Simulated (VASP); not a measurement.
Crystal: VW3.

```
CELL_PARAMETERS angstrom
0.00000 3.12512 3.12512
3.12512 0.00000 3.12512
3.12512 3.12512 0.00000
ATOMIC_POSITIONS crystal
V 0.00000 0.00000 0.00000
W 0.25000 0.25000 0.25000
W 0.75000 0.75000 0.75000
W 0.50000 0.50000 0.50000
```

| Quantity | Value |
| --- | --- |
| Program | VASP 6.6.1 |
| Task | relaxation of cell and atoms |
| Functional | PBEsol |
| Potentials or basis | VASP PAW PBE potentials, release 64 (V_sv, W_sv) |
| Cutoff | 500 eV |
| k mesh | 5 × 5 × 5 |
| Occupations | gaussian, width 0.1 eV |
| Spin | collinear spin, ferromagnetic start |
| Starting moments | [1.5, 0.0, 0.0, 0.0] μB |

At the start: pressure -5.0 GPa; volume 15.26 Å³/atom.

Problem. Where does the relaxation end?

Solution. Over 3 steps the energy falls by 4.2 meV/atom and the volume is 15.00 Å³/atom (-1.7 %); space group Fm-3m (No. 225, to 0.1 Å) before and after; moment 0.00 μB per cell.

Step by step:
```csv
step,energy change (eV),largest force (eV/Å),pressure (GPa),volume (Å³)
1,0.0000,0.0000,-5.00,61.04
2,0.1400,0.0000,17.33,56.93
3,-0.0168,0.0000,-0.10,60.00
```

Final structure:
```
V W
1.0
     0.00000    3.10722    3.10722
     3.10722    0.00000    3.10722
     3.10722    3.10722    0.00000
V W
1 3
Direct
  0.00000 0.00000 0.00000
  0.25000 0.25000 0.25000
  0.75000 0.75000 0.75000
  0.50000 0.50000 0.50000
```

Caveat: the PAW data sets were made with another functional, which shifts forces and pressure a little.
